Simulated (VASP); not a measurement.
Wanted: the native input for a VASP 6.6.1 run.

```yaml
Task: single point
Functional: r2SCAN
Potentials_or_basis: VASP PAW PBE potentials, release 64 (Ir)
Cutoff: 550 eV
k_mesh: 21 × 21 × 21
Occupations: methfessel-paxton, width 0.1 eV
Spin: no spin polarisation
Dipole_correction: no
Further_INCAR_settings: ALGO = Normal; EDIFF = 1e-06; NBANDS = 10
```

The system is Ir.

```
CELL_PARAMETERS angstrom
0.00000 1.92211 1.92211
1.92211 0.00000 1.92211
1.92211 1.92211 0.00000
ATOMIC_POSITIONS crystal
Ir 0.00000 0.00000 0.00000
```

These files were run (other wordings do the same):

POSCAR

```
Ir
1.0
    0.0000000000      1.9221062904      1.9221062904
    1.9221062904      0.0000000000      1.9221062904
    1.9221062904      1.9221062904      0.0000000000
Ir
1
Direct
    0.0000000000      0.0000000000      0.0000000000
```

INCAR.step1

```
SYSTEM = Ir
PREC = Accurate ; ENCUT = 550
ISMEAR = 1 ; SIGMA = 0.1
LREAL = .False. ; LASPH = .True.
NELM = 120 ; NBANDS = 10
GGA = PE ; ALGO = Normal
EDIFF = 1E-5 ; LWAVE = .True.
LCHARG = .False. ; GGA_COMPAT = .False.
```

INCAR.step2

```
SYSTEM = Ir
PREC = Accurate ; ENCUT = 550
EDIFF = 1E-6 ; ISMEAR = 1
SIGMA = 0.1 ; LREAL = .False.
LASPH = .True. ; NELM = 120
ALGO = Normal ; ISIF = 2
LWAVE = .False. ; LCHARG = .True.
METAGGA = R2SCAN ; LMIXTAU = .True.
LELF = .True. ; LVHAR = .True.
NBANDS = 10 ; ISTART = 1
GGA_COMPAT = .False.
```

KPOINTS

```
regular mesh
0
Gamma
  21 21 21
  0 0 0
```

Potentials or basis: VASP PAW PBE potentials, release 64 (Ir).

Run with:

```console
$ cat potpaw_PBE.64/Ir/POTCAR > POTCAR
$ cp INCAR.step1 INCAR
$ mpirun -np 1 vasp_std > vasp.out
$ cp INCAR.step2 INCAR
$ mpirun -np 1 vasp_std > vasp.out
```

It gave:

* Pressure: 2.5 GPa
* Band gap on the k mesh: zero (an odd number of electrons rules out a gap without spin polarisation)

Caveat: the PAW data sets were made with another functional, which shifts forces and pressure a little; spin-orbit coupling is left out, which moves the levels of the heavy elements.

Wall time 2.7 min on 1 thread of Intel Xeon 8259CL (shared host), peak memory 0.19 GiB.
